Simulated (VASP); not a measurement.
# TaBi2O5 (I4mm) in VASP: single point with PBE

Aim: the single point of TaBi2O5 with PBE.

All numbers are computed with VASP 6.6.1; they aren't measurements. Logs are shortened: lines on timing, memory, paths and dates and some standing lists are left out, and cuts for length are marked.

### Step 1. The cell of the first run

The structure is tetragonal, space group I4mm (No. 107). The conventional cell has a = 3.862 Å, b = 3.862 Å, c = 17.196 Å, α = 90.00°, β = 90.00°, γ = 90.00°. Ta (site symmetry 4mm) has 5 O at 1.82 to 1.98 Å within 2.4 Å. Within 3.2 Å of Bi (site symmetry 4mm) lie 8 O at 2.38 to 3.08 Å. Within 3.1 Å of Bi (site symmetry 4mm) lie 8 O at 2.28 to 3.03 Å. Within 2.4 Å of O (site symmetry 4mm) lie 1 Ta at 1.82 Å. O (site symmetry 2mm) has 2 Ta at 1.98 Å within 2.6 Å. Within 3.0 Å of O (site symmetry 2mm) lie 4 Bi at 2.28 to 2.38 Å and 4 O at 2.73 Å.

### Step 2. Single point, PBE

Contents of INCAR:

```
SYSTEM = TaBi2O5
PREC = Accurate
ENCUT = 700
EDIFF = 1E-6
ISMEAR = 0
SIGMA = 0.15
LREAL = .FALSE.
LASPH = .TRUE.
NELM = 120
ALGO = Normal
ISIF = 2
LWAVE = .FALSE.
LCHARG = .FALSE.
GGA = PE
NBANDS = 46
GGA_COMPAT = .FALSE.
```

Contents of KPOINTS:

```
Automatic mesh
0
G
  4 4 4
  0 0 0
```

Contents of POSCAR:

```
TaBi2O5
1.0
   -1.9308870078      1.9308870078      8.5977550646
    1.9308870078     -1.9308870078      8.5977550646
    1.9308870078      1.9308870078     -8.5977550646
Ta Bi O
1 2 5
Direct
    0.0088589321      0.0088589321      0.0000000000
    0.3429705445      0.3429705445      0.0000000000
    0.6909020453      0.6909020453      0.0000000000
    0.1145248047      0.1145248047      0.0000000000
   -0.0176971694      0.4823028306      0.5000000000
    0.4823028306     -0.0176971694      0.5000000000
    0.2615690061      0.7615690061      0.5000000000
    0.7615690061      0.2615690061      0.5000000000
```

Potentials or basis: VASP PAW PBE potentials, release 64 (Ta_sv_GW, Bi_d, O).

Launch:

```console
cat potpaw_PBE.64/Ta_sv_GW/POTCAR potpaw_PBE.64/Bi_d/POTCAR potpaw_PBE.64/O/POTCAR > POTCAR
mpirun -np 1 vasp_std > vasp.out
```

OUTCAR:

```text
SYSTEM = TaBi2O5
   PREC = Accurate
   ENCUT = 700
   EDIFF = 1E-6
   ISMEAR = 0
   LREAL = .FALSE.
   LASPH = .TRUE.
   NELM = 120
   ISIF = 2
   GGA = PE

 ion  position               nearest neighbor table
   1  0.009  0.009  0.000-   4 1.82   5 1.98   6 1.98   5 1.98   6 1.98
   2  0.343  0.343  0.000-   7 2.38   8 2.38   7 2.38   8 2.38   3 3.78   3 3.78   3 3.78   3 3.78

   3  0.691  0.691  0.000-   7 2.28   8 2.28   7 2.28   8 2.28   2 3.78   2 3.78   2 3.78   2 3.78

   4  0.115  0.115  0.000-   1 1.82
   5  0.982  0.482  0.500-   1 1.98   1 1.98
   6  0.482  0.982  0.500-   1 1.98   1 1.98
   7  0.262  0.762  0.500-   3 2.28   3 2.28   2 2.38   2 2.38
   8  0.762  0.262  0.500-   3 2.28   3 2.28   2 2.38   2 2.38

  LATTYP: Found a body centered tetragonal cell.
 ALAT       =     3.8617740156
 C/A-ratio  =     4.4527489335

  Lattice vectors:

 A1 = (  -1.9308870078,   1.9308870078,   8.5977550646)
 A2 = (   1.9308870078,  -1.9308870078,   8.5977550646)
 A3 = (   1.9308870078,   1.9308870078,  -8.5977550646)

Analysis of symmetry for initial positions (statically):
=====================================================================
 Subroutine PRICEL returns:
 Original cell was already a primitive cell.

 Routine SETGRP: Setting up the symmetry group for a
 body centered tetragonal supercell.

 Subroutine GETGRP returns: Found  8 space group operations
 (whereof  8 operations were pure point group operations)
 out of a pool of 16 trial point group operations.

The static configuration has the point symmetry C_4v.

Analysis of symmetry for dynamics (positions and initial velocities):
=====================================================================
 Subroutine PRICEL returns:
 Original cell was already a primitive cell.

 Routine SETGRP: Setting up the symmetry group for a
 body centered tetragonal supercell.

 Subroutine GETGRP returns: Found  8 space group operations
 (whereof  8 operations were pure point group operations)
 out of a pool of 16 trial point group operations.

The dynamic configuration has the point symmetry C_4v.

 Subroutine INISYM returns: Found  8 space group operations
 (whereof  8 operations are pure point group operations),
 and found     1 'primitive' translations

----------------------------------------------------------------------------------------

                                     Primitive cell

  volume of cell :     128.2209

  direct lattice vectors                    reciprocal lattice vectors
    -1.930887008  1.930887008  8.597755065     0.000000000  0.258948348  0.058154716
     1.930887008 -1.930887008  8.597755065     0.258948348  0.000000000  0.058154716
     1.930887008  1.930887008 -8.597755065     0.258948348  0.258948348  0.000000000

  length of vectors
     9.020977853  9.020977853  9.020977853     0.265398225  0.265398225  0.366208265

  position of ions in fractional coordinates (direct lattice)
     0.008858932  0.008858932  0.000000000
     0.342970544  0.342970544  0.000000000
     0.690902045  0.690902045  0.000000000
     0.114524805  0.114524805  0.000000000
     0.982302831  0.482302831  0.500000000
     0.482302831  0.982302831  0.500000000
     0.261569006  0.761569006  0.500000000
     0.761569006  0.261569006  0.500000000

  ion indices of the primitive-cell ions
   primitive index   ion index
                 1           1
                 2           2
                 3           3
                 4           4
                 5           5
                 6           6
                 7           7
                 8           8

----------------------------------------------------------------------------------------

 KPOINTS: Automatic mesh

Automatic generation of k-mesh.
 Grid dimensions read from file:
 generate k-points for:    4    4    4

 Generating k-lattice:

  Cartesian coordinates                     Fractional coordinates (reciprocal lattice)
     0.000000000  0.064737087  0.014538679     0.250000000 -0.000000000  0.000000000
     0.064737087  0.000000000  0.014538679    -0.000000000  0.250000000  0.000000000
     0.064737087  0.064737087  0.000000000     0.000000000  0.000000000  0.250000000

  Length of vectors
     0.066349556  0.066349556  0.091552066

  Shift w.r.t. Gamma in fractional coordinates (k-lattice)
     0.000000000  0.000000000  0.000000000

 Subroutine IBZKPT returns following result:
 ===========================================

 Found     13 irreducible k-points:

 Following reciprocal coordinates:
            Coordinates               Weight
  0.000000  0.000000  0.000000      1.000000
  0.250000  0.000000  0.000000      8.000000
  0.500000  0.000000  0.000000      4.000000
  0.250000  0.250000  0.000000      8.000000
  0.500000  0.250000  0.000000     16.000000
 -0.250000  0.250000  0.000000      4.000000
  0.500000  0.500000  0.000000      2.000000
  0.250000  0.250000  0.250000      2.000000
 -0.250000  0.250000  0.250000      4.000000
  0.500000  0.500000  0.250000      4.000000
 -0.250000  0.500000  0.250000      8.000000
 -0.250000 -0.250000  0.250000      2.000000
  0.500000  0.500000  0.500000      1.000000
   k-points           NKPTS =     13   k-points in BZ     NKDIM =     13   number of bands    NBANDS=     46
   number of dos      NEDOS =    301   number of ions     NIONS =      8
   total plane-waves  NPLWV = 512000
   dimension x,y,z NGX =    80 NGY =   80 NGZ =   80
   dimension x,y,z NGXF=   160 NGYF=  160 NGZF=  160
   ions per type =               1   2   5
   NGX,Y,Z   is equivalent  to a cutoff of  14.74, 14.74, 14.74 a.u.
   NGXF,Y,Z  is equivalent  to a cutoff of  29.49, 29.49, 29.49 a.u.
 SYSTEM =  TaBi2O5
   PREC   = accura    normal or accurate (medium, high low for compatibility)
   ISTART =      0    job   : 0-new  1-cont  2-samecut
   ICHARG =      2    charge: 1-file 2-atom 10-const
   ISPIN  =      1    spin polarized calculation?
   LNONCOLLINEAR =      F non collinear calculations
   LSORBIT =      F    spin-orbit coupling
   LASPH  =      T    aspherical Exc in radial PAW
   ENCUT  =  700.0 eV  51.45 Ry    7.17 a.u.  19.46 19.46 19.46*2*pi/ulx,y,z
   NELM   =    120;   NELMIN=  2; NELMDL= -5     # of ELM steps
   EDIFF  = 0.1E-05   stopping-criterion for ELM
   LREAL  =      F    real-space projection
   EDIFFG = 0.1E-04   stopping-criterion for IOM
   NSW    =      0    number of steps for IOM
   IBRION =     -1    ionic relax: 0-MD 1-quasi-New 2-CG
   NFREE  =      0    steps in history (QN), initial steepest desc. (CG)
   ISIF   =      2    stress and relaxation
   ISYM   =      2    0-nonsym 1-usesym 2-fastsym
   POTIM  = 0.5000    time-step for ionic-motion
   TEBEG  =    0.0;   TEEND  =   0.0 temperature during run
   PSTRESS=    0.0 pullay stress
   NELECT =      73.0000    total number of electrons
   NUPDOWN=      -1.0000    fix difference up-down
   EMIN   =  10.00;   EMAX   =-10.00  energy-range for DOS
   EFERMI =   0.00;   METHOD = LEGACY
   ISMEAR =     0;   SIGMA  =   0.15  broadening in eV -4-tet -1-fermi 0-gaus
   EFERMI_NEDOS =   21; number of points for ismear=-14 and -15
   IALGO  =     38    algorithm
   IMIX   =      4    mixing-type and parameters
     AMIX     =   0.40;   BMIX     =  1.00
     AMIX_MAG =   1.60;   BMIX_MAG =  1.00
  volume/ion in A,a.u.               =      16.03       108.16
  Fermi-wavevector in a.u.,A,eV,Ry     =   1.356843  2.564061 25.048629  1.841022
  Thomas-Fermi vector in A             =   2.483812
   LORBIT       =      0    0 simple, 1 ext, 2 COOP (PROOUT), +10 PAW based schemes
   GGA     = PE    functional components
   LHFCALC =     F    Hartree Fock is set to
   AEXX    =    0.0000 exact exchange contribution
   IVDW    =     0    specifies the selected vdW correction
   LEPSILON=     F    determine dielectric tensor
   LRPA    =     F    only Hartree local field effects (RPA)
 non-spin polarized calculation
 Gauss-broadening in eV      SIGMA  =   0.15
  energy-cutoff  :      700.00
  volume of cell :      128.22
 maximum number of plane-waves:      5433
 NGX is ok and might be reduce to    80
   NGX = 39   NGY = 39   NGZ = 39

 number of electron      73.0000000 magnetization

 Free energy of the ion-electron system (eV)
  ---------------------------------------------------
  ext. energy  EPLUGINS =         0.00000000
  ---------------------------------------------------
  free energy    TOTEN  =       -60.88181760 eV

  energy without entropy =      -60.83096181  energy(sigma->0) =      -60.85638971

 E-fermi :   7.1250     XC(G=0): -10.3870

 val. band max:        7.1008896499   @ k =   0.2500   0.2500   0.0000
 cond. band min:       7.1925615449   @ k =   0.5000   0.5000   0.2500
 fundamental gap:      0.0916718950
 Fermi energy:         7.1250462121

 k-point     1 :       0.0000    0.0000    0.0000
  band No.  band energies     occupation
      1     -62.8392      2.00000
      2     -29.5232      2.00000
      3     -29.2830      2.00000
      4     -29.2830      2.00000
      5     -17.3880      2.00000
      6     -17.2145      2.00000
[... 38 lines left out ...]
     45      11.2444      0.00000
     46      11.2444      0.00000

 k-point     2 :       0.2500    0.0000    0.0000
  band No.  band energies     occupation
      1     -62.8386      2.00000
      2     -29.5203      2.00000
      3     -29.3412      2.00000
      4     -29.2808      2.00000
      5     -17.3691      2.00000
      6     -17.2181      2.00000
[... 38 lines left out ...]
     45      11.0715      0.00000
     46      11.5488      0.00000

 k-point     3 :       0.5000    0.0000    0.0000
  band No.  band energies     occupation
      1     -62.8381      2.00000
      2     -29.5169      2.00000
      3     -29.3990      2.00000
      4     -29.2786      2.00000
      5     -17.3318      2.00000
      6     -17.3081      2.00000
[... 38 lines left out ...]
     45      10.6702      0.00000
     46      11.1087      0.00000

 k-point     4 :       0.2500    0.2500    0.0000
  band No.  band energies     occupation
      1     -62.8381      2.00000
      2     -29.5175      2.00000
      3     -29.3389      2.00000
      4     -29.3389      2.00000
      5     -17.3664      2.00000
      6     -17.2733      2.00000
[... 381 lines left out ...]
     45      11.1714      0.00000
     46      11.4737      0.00000

 k-point    12 :      -0.2500   -0.2500    0.2500
  band No.  band energies     occupation
      1     -62.8391      2.00000
      2     -29.5232      2.00000
      3     -29.2830      2.00000
      4     -29.2830      2.00000
      5     -17.3880      2.00000
      6     -17.2145      2.00000
[... 38 lines left out ...]
     45      11.3730      0.00000
     46      11.3730      0.00000

 k-point    13 :       0.5000    0.5000    0.5000
  band No.  band energies     occupation
      1     -62.8392      2.00000
      2     -29.5232      2.00000
      3     -29.2830      2.00000
      4     -29.2830      2.00000
      5     -17.3880      2.00000
      6     -17.2146      2.00000
[... 38 lines left out ...]
     45      11.4758      0.00000
     46      11.4758      0.00000

------------------------ aborting loop because EDIFF is reached ----------------------------------------

  FORCE on cell =-STRESS in cart. coord.  units (eV):
  Direction    XX          YY          ZZ          XY          YZ          ZX
  --------------------------------------------------------------------------------------
  -------------------------------------------------------------------------------------
  Total       -0.0508820     -0.0508820      0.3361293      0.0000000      0.0000000      0.0000000
  in kB       -0.6357937     -0.6357937      4.2000854      0.0000000      0.0000000      0.0000000
  external PRESSURE =       0.9761660 kB  Pullay stress =       0.0000000 kB

 VOLUME and BASIS-vectors are now :
 -----------------------------------------------------------------------------
  energy-cutoff  :      700.00
  volume of cell :      128.22
      direct lattice vectors                 reciprocal lattice vectors
    -1.930887008  1.930887008  8.597755065     0.000000000  0.258948348  0.058154716
     1.930887008 -1.930887008  8.597755065     0.258948348  0.000000000  0.058154716
     1.930887008  1.930887008 -8.597755065     0.258948348  0.258948348  0.000000000

 POSITION                                       TOTAL-FORCE (eV/Angst)
 -----------------------------------------------------------------------------------
      0.00000      0.00000      0.15233         0.000000      0.000000     -0.185838
      0.00000      0.00000      5.89755        -0.000000     -0.000000      0.043106
      0.00000      0.00000     11.88041        -0.000000     -0.000000     -0.068671
      0.00000      0.00000      1.96931         0.000000      0.000000      0.213464
     -0.00000      1.93089      8.29344        -0.000000     -0.000000     -0.013924
      1.93089     -0.00000      8.29344        -0.000000     -0.000000     -0.013924
      1.93089      0.00000      4.49781        -0.000000     -0.000000      0.012893
      0.00000      1.93089      4.49781        -0.000000     -0.000000      0.012893
 -----------------------------------------------------------------------------------
    total drift:                                0.000000      0.000000      0.000428

  FREE ENERGIE OF THE ION-ELECTRON SYSTEM (eV)
  ---------------------------------------------------
  free  energy   TOTEN  =       -60.8818176045 eV

  energy  without entropy=      -60.8309618074  energy(sigma->0) =      -60.85638971
```

Wall time 9.1 min (1 thread of Intel Xeon 6975P-C (Granite Rapids), shared host); peak memory 1 GiB.

Results:

```yaml
Free_energy: -60.8818 eV
Pressure: 0.1 GPa
Largest_force: 0.213 eV/Å
Band_gap_on_the_k_mesh: zero (an odd number of electrons rules out a gap without spin polarisation)
```

Forces in eV/Å, atoms in the order of the input:
```
Ta   0.000  0.000 -0.186
Bi   0.000  0.000  0.043
Bi   0.000  0.000 -0.069
O    0.000  0.000  0.213
O    0.000  0.000 -0.014
O    0.000  0.000 -0.014
O    0.000  0.000  0.013
O    0.000  0.000  0.013
```

Stress tensor (GPa, compression positive):
```
-0.06  0.00  0.00
 0.00 -0.06  0.00
 0.00  0.00  0.42
```

Caveat: the k points lie up to 0.42 Å⁻¹ apart, too coarse for converged energies and pressures of a metal; spin-orbit coupling is left out, which moves the levels of the heavy elements; an odd number of electrons without spin polarisation forces a metal; a magnetic or distorted state may lie lower.

The gap in the log of VASP goes by the Fermi energy; the results here count the filled bands.